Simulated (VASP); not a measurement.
A run of VASP 6.6.1 is set up as follows.

INCAR

```
SYSTEM = Na2LiSCl
PREC = Accurate
ENCUT = 650
EDIFF = 1E-6
ISMEAR = -1
SIGMA = 0.1551
LREAL = Auto
LASPH = .True.
NELM = 120
ALGO = Normal
ISIF = 2
LWAVE = .False.
LCHARG = .False.
GGA = PE
IVDW = 12
NBANDS = 76
ISYM = -1
GGA_COMPAT = .False.
```

Contents of KPOINTS:

```
explicit points
1
Reciprocal
  0.25000000   0.25000000   0.25000000 1
```

File POSCAR:

```
Na2LiSCl
1.0
    7.4085490000      0.0137370000      0.1666930000
    0.0137370000      7.2540610000      0.1094660000
    0.1666930000      0.1094660000      7.7222800000
Na S Li Cl
8 4 4 4
Direct
    0.0986025278      0.8864412003      0.6593276178
    0.0853622036      0.5964779561      0.4321424064
    0.7088392099      0.6916423526      0.7981552267
    0.3176191361      0.2409943888      0.3814048988
    0.9051813147      0.1613379104      1.0081621743
    0.4489276320      0.2145971927      0.6322324249
    0.3204140760      0.8197928489      0.9893404244
    0.7542681312     -0.0480360590      0.3934566084
    0.1107208292      0.2728424697      0.6768687019
    0.7957089276      0.4492176833      0.3425069835
    0.4219796772      0.6958842410      0.6753104365
    0.7228478663      1.0353157766      0.7361138736
    0.5542521704      0.2409263690      1.0226706099
    0.2490323798      0.4428694096      0.8493260932
    0.8240103607      0.2899559574      0.5630274896
    0.5752584991      0.6928900939      0.3923379530
    0.5786189198      0.9606232148      0.1650477185
    1.0685808239      0.6269991431     -0.0398125983
    0.1078129616      0.9594497157      0.2664864796
    0.3558403203      0.4768577036      0.1383438834
```

Potentials or basis: VASP PAW PBE potentials, release 64 (Na_pv, S, Li_sv, Cl).

Run with:

```sh
$ cat potpaw_PBE.64/Na_pv/POTCAR potpaw_PBE.64/S/POTCAR potpaw_PBE.64/Li_sv/POTCAR potpaw_PBE.64/Cl/POTCAR > POTCAR
$ mpirun -np 1 vasp_std > vasp.out
```

(1) What does it give for the pressure?

(2) Estimate the largest force.

(3) Estimate the dispersion energy per atom.

Results:

(1) 3.2 GPa.

(2) 3.584 eV/Å.

(3) -0.231 eV.

Caveat: the atoms stand as in a frame of molecular dynamics.
